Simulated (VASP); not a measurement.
A run of VASP 6.6.1:

File INCAR:

```
PREC = Accurate ; ENCUT = 520
EDIFF = 1E-6 ; ISMEAR = -1
SIGMA = 0.05 ; LREAL = False
LASPH = True ; NELM = 80
ALGO = Normal ; ISIF = 2
LWAVE = False ; LCHARG = False
GGA = RE ; IVDW = 13
NBANDS = 27
```

Contents of KPOINTS:

```
regular mesh
0
Gamma
  8 8 8
```

POSCAR

```
InSe
1.0
    2.0146826344      1.1631775613      8.2083941690
   -2.0146826344      1.1631775613      8.2083941690
    0.0000000000     -2.3263551226      8.2083941690
In Se
2 2
Direct
    0.8875636723      0.8875636723      0.8875636723
    0.0010268194      0.0010268194      0.0010268194
    0.1684474651      0.1684474651      0.1684474651
    0.3869620433      0.3869620433      0.3869620433
```

Potentials or basis: VASP PAW PBE potentials, release 64 (In_d, Se).

Launch:

```console
$ cat potpaw_PBE.64/In_d/POTCAR potpaw_PBE.64/Se/POTCAR > POTCAR
$ mpirun -np 1 vasp_std > vasp.out
```

Hardware: 1 thread of Intel Xeon 8259CL, on a shared host.

How long does it take, and how much memory?

Run time: 26 min on 1 thread of Intel Xeon 8259CL, with other jobs on the host, peak memory 0.63 GiB. Counts: scf iterations 15, k points 65.
